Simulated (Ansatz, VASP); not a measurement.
# TiCo3 in VASP and in Ansatz

```
CELL_PARAMETERS angstrom
3.79475 0.00000 0.00000
0.00000 3.79475 0.00000
0.00000 0.00000 3.79475
ATOMIC_POSITIONS crystal
Ti 0.00000 0.00000 0.00000
Co 0.00000 0.50000 0.50000
Co 0.50000 0.00000 0.50000
Co 0.50000 0.50000 0.00000
```

Change from the starting cell: volume scaled by 1.2, no spin polarisation, PAW files.

Alike in both runs: task single point; functional PBEsol; k mesh 10 × 10 × 10; occupations fermi-dirac, width 0.05 eV; no spin polarisation.

```csv
,VASP,Ansatz
version,VASP 6.6.1,Ansatz 0.2.0
potentials or method,"VASP PAW PBE potentials, release 64 (Ti_sv, Co)","PAW with Ansatz's default frozen-core files, scalar-relativistic"
plane-wave cutoff (eV),520,420
valence electrons in the cell,39,63
```

VASP gave:

```
pressure (GPa) : -32.2
```

Q: Estimate Ansatz's values.

A: Pressure (GPa): -32.5.

VASP's potentials were made for PBE, not for PBEsol. Both programs put the cell under strong tension, so it lies far from rest at this level. VASP's potentials hold 39 valence electrons a cell and Ansatz's 63, so a difference there can come from the potentials and not from the codes.

Noted on VASP's run: the cell as given lies far from equilibrium.
